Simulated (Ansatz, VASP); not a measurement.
# HfC in VASP and in Ansatz

File INCAR:

```
SYSTEM = HfC
PREC = Accurate ; ENCUT = 520
EDIFF = 1E-6 ; ISMEAR = -1
SIGMA = 0.05 ; LREAL = .False.
LASPH = .True. ; NELM = 100
ALGO = Normal ; ISIF = 2
LWAVE = .False. ; LCHARG = .False.
GGA = PE ; NBANDS = 22
```

Contents of KPOINTS:

```
regular mesh
0
Gamma
  10 10 6
  0 0 0
```

The input POSCAR:

```
HfC
1.0
    3.2662232348      0.0000000000      0.0000000000
   -1.6331116174      2.8286322958      0.0000000000
    0.0000000000      0.0000000000      5.7665186884
Hf C
2 2
Direct
    0.0000000000      0.0000000000      0.0000000000
    0.0000000000      0.0000000000      0.5000000000
    0.3333333333      0.6666666667      0.2500000000
    0.6666666667      0.3333333333      0.7500000000
```

Input for Ansatz:

```yaml
crystal:
  lattice:
    - [3.2662232348, 0.0, 0.0]
    - [-1.6331116174, 2.8286322958, 0.0]
    - [0.0, 0.0, 5.7665186884]
  atoms:
    - { symbol: Hf, position: [0.0, 0.0, 0.0] }
    - { symbol: Hf, position: [0.0, 0.0, 0.5] }
    - { symbol: C, position: [0.3333333333, 0.6666666667, 0.25] }
    - { symbol: C, position: [0.6666666667, 0.3333333333, 0.75] }
kpoints:
  mp_grid: { grid: [10, 10, 6] }
  band_path:
    path:
      - [0.0, 0.0, 0.0]
      - [0.5, 0.0, 0.0]
      - [0.3333333333, 0.3333333333, 0.0]
      - [0.0, 0.0, 0.0]
      - [0.0, 0.0, 0.5]
      - [0.5, 0.0, 0.5]
      - [0.3333333333, 0.3333333333, 0.5]
      - [0.0, 0.0, 0.5]
      - [0.5, 0.0, 0.5]
    npoints: 8
scf:
  occupations: { method: fermi_dirac, width: 0.05 }
hamiltonian:
  xc: pbe
  pseudopotentials: { kind: paw }
output:
  forces: true
  stress: true
  eigenvalues: true
  populations: true
  dos: { projected: true, de: 0.2, e_range: [-14, 8] }
```

Change from the starting cell: volume scaled by 1, PAW files.

Alike in both runs: task single point; functional PBE; k mesh 10 × 10 × 6; occupations fermi-dirac, width 0.05 eV; no spin polarisation.

|  | VASP | Ansatz |
| --- | --- | --- |
| version | VASP 6.6.1 | Ansatz 0.2.0 |
| potentials or method | VASP PAW PBE potentials, release 64 (Hf_pv, C) | PAW with Ansatz's default frozen-core files, scalar-relativistic |
| plane-wave cutoff (eV) | 520 | 420 |
| valence electrons in the cell | 28 | 60 |

VASP gave:

| Item | Value |
| --- | --- |
| pressure (GPa) | -0.8 |
| traceless stress, the component that is largest in VASP (GPa) | -0.23 |

Q: Which values does Ansatz return?

A: Pressure (GPa): 0.0; traceless stress, the component that is largest in VASP (GPa): 0.00.

VASP's potentials hold 28 valence electrons a cell and Ansatz's 60, so a difference there can come from the potentials and not from the codes.

Spin-orbit coupling is off throughout.
